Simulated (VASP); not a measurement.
# Au: single point with r2SCAN

Au:

```
CELL_PARAMETERS angstrom
-1.65450 1.65450 1.65450
1.65450 -1.65450 1.65450
1.65450 1.65450 -1.65450
ATOMIC_POSITIONS crystal
Au 0.00000 0.00000 0.00000
```

```yaml
Program: VASP 6.6.1
Task: single point
Functional: r2SCAN
Potentials_or_basis: VASP PAW PBE potentials, release 64 (Au)
Cutoff: 550 eV
k_mesh: 8 × 8 × 8
Occupations: fermi-dirac, width 0.1 eV
Spin: no spin polarisation
```

```yaml
Pressure: -3.9 GPa
```

Levels at points of the mesh, in eV from the Fermi level:
```
           k point  band 1  band 2  band 3  band 4  band 5  band 6  band 7  band 8  band 9  band 10
(0.00, 0.00, 0.00)   -9.60   -5.01   -5.01   -5.01   -3.21   -3.21   17.22   17.22   17.22    23.95
(0.50, 0.00, 0.00)   -7.16   -6.01   -3.35   -3.05   -1.76   -0.37    3.15   12.88   13.88    21.70
(0.50, 0.50, 0.50)   -6.76   -6.76   -2.12   -2.12   -2.12    6.41    6.41    6.41    9.22    15.89
```

Wall time 37 s on 1 thread of Intel(R) Xeon(R) Platinum 8488C (Sapphire Rapids), on a shared host, peak memory 0.15 GiB.

Caveat: the PAW data sets were made with another functional, which shifts forces and pressure a little; spin-orbit coupling is left out, which moves the levels of the heavy elements.
